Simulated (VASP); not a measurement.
# WS2 (P6_3/mmc) in VASP: notebook

The runs below take WS2 through single point, with PBE, PBE+D3(BJ).

All numbers are computed with VASP 6.6.1; they aren't measurements. Logs are shortened: lines on timing, memory, paths and dates and some standing lists are left out, and cuts for length are marked.

**1. The cell of the first run**

It takes space group P6_3/mmc (No. 194, hexagonal). Conventional cell: a = 3.180 Å, b = 3.180 Å, c = 12.500 Å, α = 90.00°, β = 90.00°, γ = 120.00°. Within 3.2 Å of W (site symmetry -6m2) lie 6 S at 2.41 Å and 6 W at 3.18 Å. S (site symmetry 3m) has 3 W at 2.41 Å and 7 S at 3.12 to 3.18 Å within 3.2 Å.

**2. Single point, PBE, non-collinear spin, zero start, spin-orbit coupling**

File INCAR:

```
ALGO = Normal
EDIFF = 1E-6
ENCUT = 520
GGA = PE
GGA_COMPAT = False
ISIF = 2
ISMEAR = -1
LASPH = True
LCHARG = False
LMAXMIX = 4
LORBIT = 11
LORBMOM = True
LREAL = False
LSORBIT = True
LWAVE = False
MAGMOM = 0 0 0 0 0 0 0 0 0 0 0 0 0 0 0 0 0 0
NBANDS = 68
NELM = 150
PREC = Accurate
SIGMA = 0.05
```

File KPOINTS:

```
k-points
0
Gamma
  7 7 3
```

File POSCAR:

```
WS2
1.0
    3.1800000000      0.0000000000      0.0000000000
   -1.5900000000      2.7539607840      0.0000000000
    0.0000000000      0.0000000000     12.5000000000
W S
2 4
Direct
    0.6666666667      0.3333333333      0.7500000000
    0.3333333333      0.6666666667      0.2500000000
    0.6666666667      0.3333333333      0.3750000000
    0.3333333333      0.6666666667      0.8750000000
    0.6666666667      0.3333333333      0.1250000000
    0.3333333333      0.6666666667      0.6250000000
```

Potentials or basis: VASP PAW PBE potentials, release 64 (W_sv, S).

Command:

```
cat potpaw_PBE.64/W_sv/POTCAR potpaw_PBE.64/S/POTCAR > POTCAR
mpirun -np 1 vasp_ncl > vasp.out
```

OUTCAR:

```text
EDIFF = 1E-6
   ENCUT = 520
   GGA = PE
   ISIF = 2
   ISMEAR = -1
   LASPH = True
   LORBIT = 11
   LREAL = False
   LSORBIT = True
   NELM = 150
   PREC = Accurate

 ion  position               nearest neighbor table
   1  0.667  0.333  0.750-   4 2.41   6 2.41   4 2.41   6 2.41   4 2.41   6 2.41
   2  0.333  0.667  0.250-   3 2.41   5 2.41   3 2.41   5 2.41   3 2.41   5 2.41
   3  0.667  0.333  0.375-   2 2.41   2 2.41   2 2.41
   4  0.333  0.667  0.875-   1 2.41   1 2.41   1 2.41
   5  0.667  0.333  0.125-   2 2.41   2 2.41   2 2.41
   6  0.333  0.667  0.625-   1 2.41   1 2.41   1 2.41

  LATTYP: Found a hexagonal cell.
 ALAT       =     3.1800000000
 C/A-ratio  =     3.9308176101

  Lattice vectors:

 A1 = (   3.1800000000,   0.0000000000,   0.0000000000)
 A2 = (  -1.5900000000,   2.7539607840,   0.0000000000)
 A3 = (   0.0000000000,   0.0000000000,  12.5000000000)

Analysis of symmetry for initial positions (statically):
=====================================================================
 Subroutine PRICEL returns:
 Original cell was already a primitive cell.

 Routine SETGRP: Setting up the symmetry group for a
 hexagonal supercell.

 Subroutine GETGRP returns: Found 24 space group operations
 (whereof 12 operations were pure point group operations)
 out of a pool of 24 trial point group operations.

The static configuration has the point symmetry D_3d.
 The point group associated with its full space group is D_6h.

Analysis of symmetry for dynamics (positions and initial velocities):
=====================================================================
 Subroutine PRICEL returns:
 Original cell was already a primitive cell.

 Routine SETGRP: Setting up the symmetry group for a
 hexagonal supercell.

 Subroutine GETGRP returns: Found 24 space group operations
 (whereof 12 operations were pure point group operations)
 out of a pool of 24 trial point group operations.

The dynamic configuration has the point symmetry D_3d.
 The point group associated with its full space group is D_6h.

Analysis of structural, dynamic, and magnetic symmetry:
=====================================================================
 Subroutine PRICEL returns:
 Original cell was already a primitive cell.

 Routine SETGRP: Setting up the symmetry group for a
 hexagonal supercell.

 Subroutine GETGRP returns: Found 24 space group operations
[... 1268 lines left out ...]
  free  energy   TOTEN  =       -48.7993453534 eV

  energy  without entropy=      -48.7993445956  energy(sigma->0) =      -48.79934497

 orbital moment (x)

 # of ion     p       d       tot
 ----------------------------------------
  1         0.000  -0.000  -0.000
  2         0.000  -0.000  -0.000
  3         0.000   0.000   0.000
  4        -0.000   0.000  -0.000
  5        -0.000   0.000  -0.000
  6         0.000   0.000   0.000
 ----------------------------------------
           -0.000  -0.000  -0.000

 orbital moment (y)

 # of ion     p       d       tot
 ----------------------------------------
  1         0.000  -0.000  -0.000
  2         0.000   0.000   0.000
  3         0.000   0.000   0.000
  4        -0.000   0.000  -0.000
  5        -0.000   0.000  -0.000
  6         0.000   0.000   0.000
 ----------------------------------------
            0.000  -0.000   0.000

 orbital moment (z)

 # of ion     p       d       tot
 ----------------------------------------
  1         0.000   0.000   0.000
  2         0.000   0.000   0.000
  3         0.000   0.000   0.000
  4         0.000   0.000   0.000
  5         0.000   0.000   0.000
  6         0.000   0.000   0.000
 ----------------------------------------
            0.000   0.000   0.000

 Spin-Orbit-Coupling matrix elements

 Ion:    1  E_soc:     -1.4935322
 l=   1
     0.0000000    -0.2214136    -0.2223210
    -0.2214136     0.0000000    -0.2214136
    -0.2223210    -0.2214136     0.0000000
 l=   2
     0.0000000    -0.0051660     0.0000000    -0.0051660    -0.0228151
    -0.0051660     0.0000000    -0.0168729    -0.0043929    -0.0051660
     0.0000000    -0.0168729     0.0000000    -0.0168729     0.0000000
    -0.0051660    -0.0043929    -0.0168729     0.0000000    -0.0051660
    -0.0228151    -0.0051660     0.0000000    -0.0051660     0.0000000
 l=   3
     0.0000000     0.0000000     0.0000000     0.0000000     0.0000000     0.0000000     0.0000000
     0.0000000     0.0000000     0.0000000     0.0000000     0.0000000     0.0000000     0.0000000
     0.0000000     0.0000000     0.0000000     0.0000000     0.0000000     0.0000000     0.0000000
     0.0000000     0.0000000     0.0000000     0.0000000     0.0000000     0.0000000     0.0000000
[... 89 lines left out ...]
 l=   2
     0.0000000     0.0000000     0.0000000     0.0000000     0.0000000
     0.0000000     0.0000000     0.0000000     0.0000000     0.0000000
     0.0000000     0.0000000     0.0000000     0.0000000     0.0000000
     0.0000000     0.0000000     0.0000000     0.0000000     0.0000000
     0.0000000     0.0000000     0.0000000     0.0000000     0.0000000
 l=   3
     0.0000000     0.0000000     0.0000000     0.0000000     0.0000000     0.0000000     0.0000000
     0.0000000     0.0000000     0.0000000     0.0000000     0.0000000     0.0000000     0.0000000
     0.0000000     0.0000000     0.0000000     0.0000000     0.0000000     0.0000000     0.0000000
     0.0000000     0.0000000     0.0000000     0.0000000     0.0000000     0.0000000     0.0000000
     0.0000000     0.0000000     0.0000000     0.0000000     0.0000000     0.0000000     0.0000000
     0.0000000     0.0000000     0.0000000     0.0000000     0.0000000     0.0000000     0.0000000
     0.0000000     0.0000000     0.0000000     0.0000000     0.0000000     0.0000000     0.0000000

 total charge

# of ion       s       p       d       tot
------------------------------------------
    1        2.320   6.330   3.383  12.033
    2        2.320   6.330   3.383  12.033
    3        1.359   2.364   0.000   3.723
    4        1.359   2.364   0.000   3.723
    5        1.359   2.364   0.000   3.723
    6        1.359   2.364   0.000   3.723
--------------------------------------------------
tot         10.078  22.114   6.765  38.957

 magnetization (x)

# of ion       s       p       d       tot
------------------------------------------
    1       -0.000   0.000  -0.000  -0.000
    2        0.000   0.000   0.000   0.000
    3       -0.000   0.000   0.000   0.000
    4        0.000   0.000   0.000   0.000
    5        0.000   0.000   0.000   0.000
    6       -0.000  -0.000   0.000  -0.000
--------------------------------------------------
tot         -0.000   0.000   0.000   0.000

 magnetization (y)

# of ion       s       p       d       tot
------------------------------------------
    1       -0.000   0.000  -0.000  -0.000
    2       -0.000   0.000   0.000   0.000
    3        0.000  -0.000   0.000  -0.000
    4        0.000  -0.000   0.000  -0.000
    5        0.000  -0.000   0.000  -0.000
    6       -0.000  -0.000   0.000  -0.000
--------------------------------------------------
tot          0.000  -0.000   0.000  -0.000

 magnetization (z)

# of ion       s       p       d       tot
------------------------------------------
    1        0.000   0.000   0.000   0.000
    2        0.000   0.000   0.000   0.000
    3        0.000   0.000   0.000   0.000
    4        0.000   0.000   0.000   0.000
    5        0.000   0.000   0.000   0.000
    6        0.000   0.000   0.000   0.000
--------------------------------------------------
tot          0.000   0.000   0.000   0.000
```

stdout:

```text
POSCAR found type information on POSCAR W S
 POSCAR found :  2 types and       6 ions
 scaLAPACK will be used
 LDA part: xc-table for (Slater+PW92), standard interpolation
 POSCAR, INCAR and KPOINTS ok, starting setup
 FFT: planning ... GRIDC
 FFT: planning ... GRID_SOFT
 FFT: planning ... GRID
 WAVECAR not read
 entering main loop
```

It took 4.4 min on 1 thread of Intel Xeon Platinum 8375C at 2.90GHz (Ice Lake), shared host; peak memory 0.52 GiB.

Results:

```yaml
Free_energy: -48.7993 eV
Pressure: 2.5 GPa
Largest_force: 0.155 eV/Å
Net_moment: 0.00 μB per cell
Valence_electrons_inside_the_program's_atomic_spheres: W 12.03; S 3.72
```

Forces in eV/Å, atoms in the order of the input:
```
W    0.000  0.000  0.000
W    0.000  0.000  0.000
S    0.000  0.000  0.155
S    0.000  0.000  0.155
S    0.000  0.000 -0.155
S    0.000  0.000 -0.155
```

Moments on the atoms (μB; x, y, z):
```
W   0.00 0.00 0.00
W   0.00 0.00 0.00
S   0.00 0.00 0.00
S   0.00 0.00 0.00
S   0.00 0.00 0.00
S   0.00 0.00 0.00
```

Caveat: this functional lacks dispersion, which binds the layers, so the pressure and a relaxed spacing across them are unreliable.

**3. Single point, PBE+D3(BJ)**

This run uses another cell than the first one, of 17.43 Å³/atom.

File INCAR:

```
PREC = Accurate ; ENCUT = 520
EDIFF = 1E-7 ; ISMEAR = -1
SIGMA = 0.05 ; LREAL = F
LASPH = T ; NELM = 100
ALGO = Normal ; ISIF = 2
LWAVE = F ; LCHARG = T
GGA = PE ; IVDW = 12
LELF = T ; LVHAR = T
NBANDS = 35
```

File KPOINTS:

```
regular mesh
0
Gamma
  10 10 3
```

File POSCAR:

```
WS2
1.0
    3.1538121042      0.0000000000      0.0000000000
   -1.5769060521      2.7312814010      0.0000000000
    0.0000000000      0.0000000000     12.1432617094
W S
2 4
Direct
    0.6666666667      0.3333333333      0.7500000000
    0.3333333333      0.6666666667      0.2500000000
    0.6666666667      0.3333333333      0.3796920482
    0.3333333333      0.6666666667      0.8796920482
    0.6666666667      0.3333333333      0.1203079518
    0.3333333333      0.6666666667      0.6203079518
```

Potentials or basis: VASP PAW PBE potentials, release 64 (W_sv, S).

Command:

```
cat potpaw_PBE.64/W_sv/POTCAR potpaw_PBE.64/S/POTCAR > POTCAR
mpirun -np 1 vasp_std > vasp.out
```

It took 1.7 min on 1 thread of Intel Xeon Platinum 8259CL at 2.50GHz (Skylake/Cascade Lake), shared host; peak memory 0.26 GiB.

The run converged. Its results:

| Quantity | Value |
| --- | --- |
| Free energy | -49.8001 eV |
| Pressure | 0.0 GPa |
| Band gap on the k mesh | 0.98 eV (least direct gap 2.15 eV) |
| Dispersion energy per atom | -0.435 eV |

Levels at points of the mesh, in eV from the valence-band top:
```
           k point  band 22  band 23  band 24  band 25  band 26  band 27  band 28  band 29  band 30  band 31
(0.00, 0.00, 0.00)    -2.20    -2.20    -1.42    -1.28     0.00     2.26     2.26     2.28     2.28     2.28
(0.50, 0.00, 0.00)    -2.80    -2.03    -1.78    -1.78    -1.56     2.29     2.34     2.55     2.88     3.07
```

Caveat: spin-orbit coupling is left out, which moves the levels of the heavy elements; an odd mesh through Γ misses points on the zone boundary, where band edges can lie.
